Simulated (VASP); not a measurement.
Write the native input for VASP 6.6.1 that does the following.

| Item | Value |
| --- | --- |
| Task | single point |
| Functional | PBE |
| Potentials or basis | VASP PAW PBE potentials, release 64 (Mg, Zn, C) |
| Cutoff | 520 eV |
| k mesh | 5 × 5 × 5 |
| Occupations | methfessel-paxton, width 0.1 eV |
| Spin | no spin polarisation |
| Dipole correction | no |
| Further INCAR settings | ALGO = Normal; EDIFF = 1e-06; NBANDS = 19 |

The structure of Mg3ZnC lies in POSCAR:

```
Mg3ZnC
1.0
    4.4069310000      0.0000000000      0.0000000000
    0.0000000000      4.4069310000      0.0000000000
    0.0000000000      0.0000000000      4.4069310000
Mg Zn C
3 1 1
Direct
    0.0000000000      0.5000000000      0.5000000000
    0.5000000000      0.5000000000      0.0000000000
    0.5000000000      0.0000000000      0.5000000000
    0.0000000000      0.0000000000      0.0000000000
    0.5000000000      0.5000000000      0.5000000000
```

The input as run:

INCAR

```
  PREC = Accurate
  ENCUT = 520
  EDIFF = 1E-6
  ISMEAR = 1
  SIGMA = 0.1
  LREAL = F
  LASPH = T
  NELM = 60
  ALGO = Normal
  ISIF = 2
  LWAVE = F
  LCHARG = T
  GGA = PE
  LELF = T
  LVHAR = T
  NBANDS = 19
```

KPOINTS

```
regular mesh
0
Gamma
  5 5 5
```

Potentials or basis: VASP PAW PBE potentials, release 64 (Mg, Zn, C).

Command:

```sh
$ cat potpaw_PBE.64/Mg/POTCAR potpaw_PBE.64/Zn/POTCAR potpaw_PBE.64/C/POTCAR > POTCAR
$ mpirun -np 1 vasp_std > vasp.out
```

It gave:

```
Pressure               : -0.6 GPa
Band gap on the k mesh : zero (band 11 reaches 4.67 eV, above the bottom of band 12 at 1.71 eV)
```

Wall time 18 s on 1 thread of AMD EPYC 9R45 96-Core Processor (Zen 5), with other jobs on the host, peak memory 0.17 GiB.
